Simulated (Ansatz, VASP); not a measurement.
## BeS in VASP and in Ansatz

Contents of INCAR:

```
PREC = Accurate
ENCUT = 520
EDIFF = 1E-6
ISMEAR = -1
SIGMA = 0.08
LREAL = False
LASPH = True
NELM = 60
ALGO = Normal
ISIF = 2
LWAVE = False
LCHARG = False
GGA = PE
NBANDS = 11
```

The input KPOINTS:

```
Automatic mesh
0
Gamma
  13 13 13
```

Contents of POSCAR:

```
BeS
1.0
    0.0000000000      2.2752257404      2.2752257404
    2.2752257404      0.0000000000      2.2752257404
    2.2752257404      2.2752257404      0.0000000000
Be S
1 1
Direct
    0.0000000000      0.0000000000      0.0000000000
    0.5000000000      0.5000000000      0.5000000000
```

Input for Ansatz:

```yaml
crystal:
  lattice:
    - [0.0, 2.2752257404, 2.2752257404]
    - [2.2752257404, 0.0, 2.2752257404]
    - [2.2752257404, 2.2752257404, 0.0]
  atoms:
    - { symbol: Be, position: [0.0, 0.0, 0.0] }
    - { symbol: S, position: [0.5, 0.5, 0.5] }
kpoints:
  mp_grid: { grid: [13, 13, 13] }
scf:
  occupations: { method: fermi_dirac, width: 0.08 }
hamiltonian:
  xc: pbe
  pseudopotentials: { kind: all_electron, lapw: { basis_error: 0.001 } }
output:
  forces: true
  stress: true
  eigenvalues: true
```

Change from the starting cell: volume scaled by 0.95.

Alike in both runs: task single point; functional PBE; k mesh 13 × 13 × 13; occupations fermi-dirac, width 0.08 eV; no spin polarisation.

```csv
,VASP,Ansatz
version,VASP 6.6.1,Ansatz 0.2.0
potentials or method,"VASP PAW PBE potentials, release 64 (Be, S), cutoff 520 eV","all-electron LAPW, scalar-relativistic"
```

VASP gave:

* pressure (GPa): 6.0

Question: Which values does Ansatz return?

Answer: Pressure (GPa): 6.1.

Ansatz ran all-electron here, and VASP with PAW potentials.
